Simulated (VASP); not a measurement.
# KBr (Fm-3m) in VASP: notebook, part 2 of 2

VASP 6.6.1. The steps go on from the part before.

## 4. Single point, PBE-based screened hybrid with 10 % exact exchange

POSCAR

```
KBr
1.0
    0.0000000000      3.3000000000      3.3000000000
    3.3000000000      0.0000000000      3.3000000000
    3.3000000000      3.3000000000      0.0000000000
Br K
1 1
Direct
    0.5000000000      0.5000000000      0.5000000000
    0.0000000000      0.0000000000      0.0000000000
```

INCAR.step1

```
SYSTEM = KBr
PREC = Accurate
ENCUT = 520
EDIFF = 1E-5
ISMEAR = -1
SIGMA = 0.05
LREAL = .FALSE.
LASPH = .TRUE.
NELM = 100
ALGO = Normal
ISIF = 2
LWAVE = .TRUE.
LCHARG = .FALSE.
NBANDS = 15
GGA = PE
```

INCAR.step2

```
SYSTEM = KBr
PREC = Accurate
ENCUT = 520
EDIFF = 1E-7
ISMEAR = -1
SIGMA = 0.05
LREAL = .FALSE.
LASPH = .TRUE.
NELM = 100
ALGO = Normal
ISIF = 2
LWAVE = .FALSE.
LCHARG = .FALSE.
GGA = PE
LHFCALC = .TRUE.
AEXX = 0.1
HFSCREEN = 0.2
PRECFOCK = Normal
NBANDS = 15
ISTART = 1
```

KPOINTS

```
Automatic mesh
0
G
  4 4 4
  0 0 0
```

Potentials or basis: VASP PAW PBE potentials, release 64 (Br, K_sv).

Launch:

```console
cat potpaw_PBE.64/Br/POTCAR potpaw_PBE.64/K_sv/POTCAR > POTCAR
cp INCAR.step1 INCAR
mpirun -np 1 vasp_std > vasp.out
cp INCAR.step2 INCAR
mpirun -np 1 vasp_std > vasp.out
```

OUTCAR:

```text
SYSTEM = KBr
   PREC = Accurate
   ENCUT = 520
   EDIFF = 1E-7
   ISMEAR = -1
   LREAL = .FALSE.
   LASPH = .TRUE.
   NELM = 100
   ISIF = 2
   GGA = PE
   LHFCALC = .TRUE.
   AEXX = 0.1
   HFSCREEN = 0.2
   PRECFOCK = Normal
   ISTART = 1

 ion  position               nearest neighbor table
   1  0.500  0.500  0.500-   2 3.30   2 3.30   2 3.30   2 3.30   2 3.30   2 3.30
   2  0.000  0.000  0.000-   1 3.30   1 3.30   1 3.30   1 3.30   1 3.30   1 3.30

  LATTYP: Found a face centered cubic cell.
 ALAT       =     6.6000000000

  Lattice vectors:

 A1 = (   0.0000000000,   3.3000000000,   3.3000000000)
 A2 = (   3.3000000000,   0.0000000000,   3.3000000000)
 A3 = (   3.3000000000,   3.3000000000,   0.0000000000)

Analysis of symmetry for initial positions (statically):
=====================================================================
 Subroutine PRICEL returns:
 Original cell was already a primitive cell.

 Routine SETGRP: Setting up the symmetry group for a
 face centered cubic supercell.

 Subroutine GETGRP returns: Found 48 space group operations
 (whereof 48 operations were pure point group operations)
 out of a pool of 48 trial point group operations.

The static configuration has the point symmetry O_h .

Analysis of symmetry for dynamics (positions and initial velocities):
=====================================================================
 Subroutine PRICEL returns:
 Original cell was already a primitive cell.

 Routine SETGRP: Setting up the symmetry group for a
 face centered cubic supercell.

 Subroutine GETGRP returns: Found 48 space group operations
 (whereof 48 operations were pure point group operations)
 out of a pool of 48 trial point group operations.

The dynamic configuration has the point symmetry O_h .

 Subroutine INISYM returns: Found 48 space group operations
 (whereof 48 operations are pure point group operations),
 and found     1 'primitive' translations

----------------------------------------------------------------------------------------
[... 113 lines left out ...]
   LEPSILON=     F    determine dielectric tensor
   LRPA    =     F    only Hartree local field effects (RPA)
 non-spin polarized calculation
  energy-cutoff  :      520.00
  volume of cell :       71.87
 maximum number of plane-waves:      1964
 NGX is ok and might be reduce to    36
  NGX = 28; NGY = 28; NGZ = 28

 number of electron      15.9999997 magnetization

 Free energy of the ion-electron system (eV)
  ---------------------------------------------------
  ext. energy  EPLUGINS =         0.00000000
  ---------------------------------------------------
  free energy    TOTEN  =        -6.59710169 eV

  energy without entropy =       -6.59710169  energy(sigma->0) =       -6.59710169

 E-fermi :  -0.9979     XC(G=0):  -6.8896

 val. band max:       -2.0904478627   @ k =   0.0000   0.0000   0.0000
 cond. band min:       2.8124850737   @ k =   0.0000   0.0000   0.0000
 fundamental gap:      4.9029329364
 Fermi energy:        -0.9978852025

 k-point     1 :       0.0000    0.0000    0.0000
  band No.  band energies     occupation
      1     -30.7520      2.00000
      2     -14.7991      2.00000
      3     -13.6876      2.00000
      4     -13.6876      2.00000
      5     -13.6876      2.00000
      6      -2.0904      2.00000
      7      -2.0904      2.00000
      8      -2.0904      2.00000
      9       2.8125      0.00000
     10       6.0680      0.00000
     11       6.0680      0.00000
     12       6.0680      0.00000
     13       6.9421      0.00000
     14       6.9421      0.00000
[... 113 lines left out ...]
      2     -14.7919      2.00000
      3     -13.7515      2.00000
      4     -13.7515      2.00000
      5     -13.5896      2.00000
      6      -2.6933      2.00000
      7      -2.6933      2.00000
      8      -2.6373      2.00000
      9       5.8114      0.00000
     10       5.8114      0.00000
     11       6.7103      0.00000
     12       7.5299      0.00000
     13       9.2006      0.00000
     14       9.4328      0.00000
     15       9.6518      0.00000

------------------------ aborting loop because EDIFF is reached ----------------------------------------

  FORCE on cell =-STRESS in cart. coord.  units (eV):
  Direction    XX          YY          ZZ          XY          YZ          ZX
  --------------------------------------------------------------------------------------
  -------------------------------------------------------------------------------------
  Total        0.2931501      0.2931501      0.2931501     -0.0000000      0.0000000      0.0000000
  in kB        6.5347471      6.5347471      6.5347471     -0.0000000      0.0000000      0.0000000
  external PRESSURE =       6.5347471 kB  Pullay stress =       0.0000000 kB

 VOLUME and BASIS-vectors are now :
 -----------------------------------------------------------------------------
  energy-cutoff  :      520.00
  volume of cell :       71.87
      direct lattice vectors                 reciprocal lattice vectors
     0.000000000  3.300000000  3.300000000    -0.151515152  0.151515152  0.151515152
     3.300000000  0.000000000  3.300000000     0.151515152 -0.151515152  0.151515152
     3.300000000  3.300000000  0.000000000     0.151515152  0.151515152 -0.151515152

 POSITION                                       TOTAL-FORCE (eV/Angst)
 -----------------------------------------------------------------------------------
      3.30000      3.30000      3.30000        -0.000000      0.000000      0.000000
      0.00000      0.00000      0.00000         0.000000     -0.000000     -0.000000
 -----------------------------------------------------------------------------------
    total drift:                                0.000000      0.000000      0.000000

  FREE ENERGIE OF THE ION-ELECTRON SYSTEM (eV)
  ---------------------------------------------------
  free  energy   TOTEN  =        -6.5971016948 eV

  energy  without entropy=       -6.5971016947  energy(sigma->0) =       -6.59710169
```

OUTCAR.step1:

```text
SYSTEM = KBr
   PREC = Accurate
   ENCUT = 520
   EDIFF = 1E-5
   ISMEAR = -1
   LREAL = .FALSE.
[... 347 lines left out ...]
      3.30000      3.30000      3.30000         0.000000     -0.000000      0.000000
      0.00000      0.00000      0.00000        -0.000000      0.000000     -0.000000
 -----------------------------------------------------------------------------------
    total drift:                                0.000000      0.000000      0.000000

  FREE ENERGIE OF THE ION-ELECTRON SYSTEM (eV)
  ---------------------------------------------------
  free  energy   TOTEN  =        -6.2146384580 eV

  energy  without entropy=       -6.2146384580  energy(sigma->0) =       -6.21463846
```

OSZICAR.step1:

```text
N       E                     dE             d eps       ncg     rms          rms(c)
DAV:   1     0.103957355984E+03    0.10396E+03   -0.70946E+03   240   0.951E+02
DAV:   2    -0.193870293100E+00   -0.10415E+03   -0.97185E+02   296   0.233E+02
DAV:   3    -0.613347078472E+01   -0.59396E+01   -0.59063E+01   324   0.502E+01
DAV:   4    -0.638534666659E+01   -0.25188E+00   -0.25175E+00   340   0.881E+00
DAV:   5    -0.638752114889E+01   -0.21745E-02   -0.21744E-02   324   0.978E-01    0.311E+00
DAV:   6    -0.621575591452E+01    0.17177E+00   -0.21920E-01   289   0.224E+00    0.227E+00
DAV:   7    -0.620460372997E+01    0.11152E-01   -0.10681E-01   324   0.176E+00    0.103E+00
DAV:   8    -0.621355282665E+01   -0.89491E-02   -0.11519E-02   263   0.785E-01    0.117E-01
DAV:   9    -0.621432634916E+01   -0.77352E-03   -0.77926E-04   296   0.168E-01    0.771E-02
DAV:  10    -0.621461951836E+01   -0.29317E-03   -0.29665E-04   247   0.981E-02    0.123E-02
DAV:  11    -0.621463682936E+01   -0.17311E-04   -0.27478E-05   304   0.292E-02    0.587E-03
DAV:  12    -0.621463845799E+01   -0.16286E-05   -0.40209E-06   183   0.132E-02
   1 F= -.62146385E+01 E0= -.62146385E+01  d E =-.122252E-10
```

It took 12 min on 1 thread of Intel Xeon 8259CL, shared host; peak memory 0.32 GiB.

What came out:

- Free energy: -6.5971 eV
- Pressure: 0.7 GPa
- Band gap on the k mesh: 4.90 eV

Caveat: the PAW data sets were made with another functional, which shifts forces and pressure a little.

## 5. Summary

```tsv
level	potentials or basis	spin	k mesh	grid for exact exchange (PRECFOCK)	share of exact exchange	screening parameter	gap on the mesh (eV)	pressure (GPa)
LDA	VASP PAW LDA potentials, release 64 (Br, K_sv)	non-collinear, zero start, SOC	5 × 5 × 5	-	-	-	-	-1.6
PBE-based global hybrid with 50 % exact exchange	VASP PAW PBE potentials, release 64 (Br, K_sv)	off	4 × 4 × 4	Normal	0.5	-	8.28	0.1
PBE-based screened hybrid with 10 % exact exchange	VASP PAW PBE potentials, release 64 (Br, K_sv)	off	4 × 4 × 4	Normal	0.1	0.2 1/Å	4.90	0.7
```

Alike in all rows: task single point; cell as given; cutoff (eV) 520; smearing fermi-dirac 0.05 eV.

Caveats: the PAW data sets were made with another functional, which shifts forces and pressure a little (at least some runs).

Total energies depend on the potentials used, so only differences within one code and one set of settings carry meaning.
